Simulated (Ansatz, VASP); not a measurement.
# One calculation of CdI2, two programs

```xyz
6
Lattice="4.2381 0.0000 0.0000 -2.1190 3.6703 0.0000 0.0000 0.0000 45.9934" Properties=species:S:1:pos:R:3 pbc="T T T"
Cd    0.0000    0.0000    8.7003
Cd    0.0000    2.4468   16.2997
I     0.0000    2.4468    6.9610
I     2.1190    1.2234   10.4377
I     2.1190    1.2234   14.5623
I     0.0000    0.0000   18.0390
```

Alike in both runs: functional PBE; dispersion D3(BJ); k mesh 6 × 6 × 1; occupations gaussian, width 0.02 eV; no spin polarisation.

Ansatz relaxed the structure, and its values are those at the end. VASP's run is a single point on that final structure, the one shown.

```csv
,VASP,Ansatz
version,VASP 6.6.1,Ansatz 0.2.0
potentials or method,"VASP PAW PBE potentials, release 64 (Cd, I), cutoff 400 eV","scalar-relativistic, plane waves, PAW"
valence electrons in the cell,52,108
```

VASP gave:

* gap on the k mesh at the Fermi level (eV): 2.36
* least direct gap on the mesh (eV): 2.58
* rms of the force components (eV/Å): 0.009

Task: Which values does Ansatz return?

Result: gap on the k mesh at the Fermi level (eV): 2.37; least direct gap on the mesh (eV): 2.59; rms of the force components (eV/Å): 0.000.

VASP's potentials hold 52 valence electrons a cell and Ansatz's 108, so a difference there can come from the potentials and not from the codes. Ansatz's warnings: slab cell height set.

Spin-orbit coupling is off throughout.
